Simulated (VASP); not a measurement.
Cd:

```xyz
2
Lattice="0.0000 3.0773 3.0773 3.0773 0.0000 3.0773 3.0773 3.0773 0.0000" Properties=species:S:1:pos:R:3 pbc="T T T"
Cd    0.7693    0.7693    0.7693
Cd    5.3852    5.3852    5.3852
```

| Item | Value |
| --- | --- |
| Program | VASP 6.6.1 |
| Task | relaxation of cell and atoms |
| Functional | revPBE |
| Potentials or basis | VASP PAW PBE potentials, release 64 (Cd) |
| Cutoff | 600 eV |
| k mesh | 9 × 9 × 9 |
| Occupations | fermi-dirac, width 0.1 eV |
| Spin | no spin polarisation |

At the start: pressure 9.5 GPa; volume 29.14 Å³/atom.

Q: Where does the relaxation end?

A: Over 6 steps the energy falls by 230.4 meV/atom and the volume is 40.79 Å³/atom (+40.0 %); space group Fd-3m (No. 227, to 0.05 Å).

Step by step:
```csv
step,energy change (eV),largest force (eV/Å),pressure (GPa),volume (Å³)
1,0.0000,0.0000,9.50,58.28
2,-0.4339,0.0000,1.25,74.10
3,-0.4536,0.0000,0.59,77.58
4,-0.4576,0.0000,-0.32,84.87
5,-0.4608,0.0000,-0.04,82.10
6,-0.4608,0.0000,0.03,81.57
```

Final structure:
```yaml
crystal:
  lattice:
    - [0.00000, 3.44219, 3.44219]
    - [3.44219, 0.00000, 3.44219]
    - [3.44219, 3.44219, 0.00000]
  atoms:
    - { symbol: Cd, position: [0.12500, 0.12500, 0.12500] }
    - { symbol: Cd, position: [0.87500, 0.87500, 0.87500] }
```

Caveat: the volume moved by over 15 % at a fixed basis, so the end points are rough; the PAW data sets were made with another functional, which shifts forces and pressure a little.
